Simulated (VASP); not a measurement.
# BeS (Fm-3m) in VASP: notebook, part 2 of 2

VASP 6.6.1. Earlier steps stand in the parts before.

## Step 3: Single point, r2SCAN

The input, POSCAR:

```
BeS
1.0
    0.0000000000      2.3172971951      2.3172971951
    2.3172971951      0.0000000000      2.3172971951
    2.3172971951      2.3172971951      0.0000000000
Be S
1 1
Direct
    0.0000000000      0.0000000000      0.0000000000
    0.5000000000      0.5000000000      0.5000000000
```

The input, INCAR.step1:

```
SYSTEM = BeS
  PREC = Accurate
  ENCUT = 520
  ISMEAR = 0
  SIGMA = 0.01
  LREAL = .FALSE.
  LASPH = .TRUE.
  NELM = 100
  NBANDS = 11
  GGA = PE
  ALGO = Normal
  EDIFF = 1E-4
  LWAVE = .TRUE.
  LCHARG = .FALSE.
```

The input, INCAR.step2:

```
SYSTEM = BeS
  PREC = Accurate
  ENCUT = 520
  EDIFF = 1E-6
  ISMEAR = 0
  SIGMA = 0.01
  LREAL = .FALSE.
  LASPH = .TRUE.
  NELM = 100
  ALGO = Normal
  ISIF = 2
  LWAVE = .FALSE.
  LCHARG = .FALSE.
  METAGGA = R2SCAN
  LMIXTAU = .TRUE.
  NBANDS = 11
  ISTART = 1
```

The input, KPOINTS:

```
Automatic mesh
0
G
  6 6 6
  0 0 0
```

Potentials or basis: VASP PAW PBE potentials, release 64 (Be, S).

Run with:

```sh
$ cat potpaw_PBE.64/Be/POTCAR potpaw_PBE.64/S/POTCAR > POTCAR
$ cp INCAR.step1 INCAR
$ mpirun -np 1 vasp_std > vasp.out
$ cp INCAR.step2 INCAR
$ mpirun -np 1 vasp_std > vasp.out
```

OUTCAR:

```text
SYSTEM = BeS
   PREC = Accurate
   ENCUT = 520
   EDIFF = 1E-6
   ISMEAR = 0
   LREAL = .FALSE.
   LASPH = .TRUE.
   NELM = 100
   ISIF = 2
   METAGGA = R2SCAN
   ISTART = 1

 ion  position               nearest neighbor table
   1  0.000  0.000  0.000-   2 2.32   2 2.32   2 2.32   2 2.32   2 2.32   2 2.32
   2  0.500  0.500  0.500-   1 2.32   1 2.32   1 2.32   1 2.32   1 2.32   1 2.32

  LATTYP: Found a face centered cubic cell.
 ALAT       =     4.6345943902

  Lattice vectors:

 A1 = (   0.0000000000,   2.3172971951,   2.3172971951)
 A2 = (   2.3172971951,   0.0000000000,   2.3172971951)
 A3 = (   2.3172971951,   2.3172971951,   0.0000000000)

Analysis of symmetry for initial positions (statically):
[... 5 lines left out ...]
 face centered cubic supercell.

 Subroutine GETGRP returns: Found 48 space group operations
 (whereof 48 operations were pure point group operations)
 out of a pool of 48 trial point group operations.

The static configuration has the point symmetry O_h .

Analysis of symmetry for dynamics (positions and initial velocities):
[... 5 lines left out ...]
 face centered cubic supercell.

 Subroutine GETGRP returns: Found 48 space group operations
 (whereof 48 operations were pure point group operations)
[... 149 lines left out ...]
  band No.  band energies     occupation
      1      -9.3005      2.00000
      2       6.1753      2.00000
      3       6.1753      2.00000
      4       6.1753      2.00000
      5      12.6469      0.00000
      6      15.8270      0.00000
      7      15.8270      0.00000
      8      15.8270      0.00000
      9      17.0960      0.00000
     10      17.0960      0.00000
     11      17.0961      0.00000
[... 197 lines left out ...]
 k-point    16 :      -0.3333    0.5000    0.1667
  band No.  band energies     occupation
      1      -5.8335      2.00000
      2       0.1384      2.00000
      3       1.8494      2.00000
      4       2.5678      2.00000
      5      10.0271      0.00000
      6      13.9696      0.00000
      7      14.8402      0.00000
      8      18.9761      0.00000
      9      20.0926      0.00000
     10      22.3008      0.00000
     11      25.4570      0.00000

------------------------ aborting loop because EDIFF is reached ----------------------------------------

  FORCE on cell =-STRESS in cart. coord.  units (eV):
  Direction    XX          YY          ZZ          XY          YZ          ZX
  --------------------------------------------------------------------------------------
  -------------------------------------------------------------------------------------
  Total        0.0088339      0.0088339      0.0088339      0.0000000      0.0000000     -0.0000000
  in kB        0.5687030      0.5687030      0.5687030      0.0000000      0.0000000     -0.0000000
  external PRESSURE =       0.5687030 kB  Pullay stress =       0.0000000 kB

 VOLUME and BASIS-vectors are now :
 -----------------------------------------------------------------------------
  energy-cutoff  :      520.00
  volume of cell :       24.89
      direct lattice vectors                 reciprocal lattice vectors
     0.000000000  2.317297195  2.317297195    -0.215768612  0.215768612  0.215768612
     2.317297195  0.000000000  2.317297195     0.215768612 -0.215768612  0.215768612
     2.317297195  2.317297195  0.000000000     0.215768612  0.215768612 -0.215768612

 POSITION                                       TOTAL-FORCE (eV/Angst)
 -----------------------------------------------------------------------------------
      0.00000      0.00000      0.00000         0.000000      0.000000      0.000000
      2.31730      2.31730      2.31730        -0.000000     -0.000000      0.000000
 -----------------------------------------------------------------------------------
    total drift:                               -0.000000     -0.000000      0.000000

  FREE ENERGIE OF THE ION-ELECTRON SYSTEM (eV)
  ---------------------------------------------------
  free  energy   TOTEN  =       -13.5389596089 eV

  energy  without entropy=      -13.5389596089  energy(sigma->0) =      -13.53895961
```

Wall time 14 s (1 thread of Intel Xeon Platinum 8488C (Sapphire Rapids), shared host); peak memory 0.13 GiB.

What came out:

```
Free energy            : -13.5390 eV
Pressure               : 0.1 GPa
Band gap on the k mesh : 1.35 eV, indirect (least direct gap 4.59 eV)
```

Levels at points of the mesh, in eV from the valence-band top:
```tsv
k point	band 1	band 2	band 3	band 4	band 5	band 6	band 7	band 8	band 9
(0.00, 0.00, 0.00)	-15.74	-0.26	-0.26	-0.26	6.21	9.39	9.39	9.39	10.66
(0.50, 0.00, 0.00)	-13.38	-7.43	-0.53	-0.53	4.48	4.48	4.85	11.19	16.34
(0.50, 0.50, 0.00)	-12.30	-6.94	-3.25	-3.25	1.35	4.86	12.98	12.98	14.94
```

Caveat: the PAW data sets were made with another functional, which shifts forces and pressure a little.
